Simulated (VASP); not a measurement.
SnO2 (rutile type): single point with PBE

Crystal: SnO2 (rutile type).

```
CELL_PARAMETERS angstrom
4.82701 0.00000 0.00000
0.00000 4.82701 0.00000
0.00000 0.00000 3.23827
ATOMIC_POSITIONS crystal
Sn 0.00000 0.00000 0.00000
Sn 0.50000 0.50000 0.50000
O 0.30657 0.30657 0.00000
O 0.69343 0.69343 0.00000
O 0.80657 0.19343 0.50000
O 0.19343 0.80657 0.50000
```

```json
{
  "Program": "VASP 6.6.1",
  "Task": "single point",
  "Functional": "PBE",
  "Potentials or basis": "VASP PAW PBE potentials, release 64 (Sn_d, O)",
  "Cutoff": "520 eV",
  "k mesh": "7 × 7 × 11",
  "Occupations": "fermi-dirac, width 0.05 eV",
  "Spin": "no spin polarisation"
}
```

```json
{
 "Pressure": "0.6 GPa",
 "Largest force": "0.016 eV/Å",
 "Band gap on the k mesh": "0.67 eV"
}
```

Forces in eV/Å, atoms in the order of the input:
```
Sn   0.000  0.000  0.000
Sn   0.000  0.000  0.000
O   -0.011 -0.011  0.000
O    0.011  0.011  0.000
O   -0.011  0.011  0.000
O    0.011 -0.011  0.000
```

Stress tensor (GPa, compression positive):
```
0.54 0.00 0.00
0.00 0.54 0.00
0.00 0.00 0.81
```

Levels at points of the mesh, in eV from the valence-band top:
```
           k point  band 24  band 25  band 26  band 27  band 28  band 29
(0.00, 0.00, 0.00)    -0.74    -0.74     0.00     0.67     5.69     6.06
```

It took 2.5 min on 1 thread of Intel Xeon 8259CL, on a shared host, peak memory 0.26 GiB.

Caveat: spin-orbit coupling is left out, which moves the levels of the heavy elements.
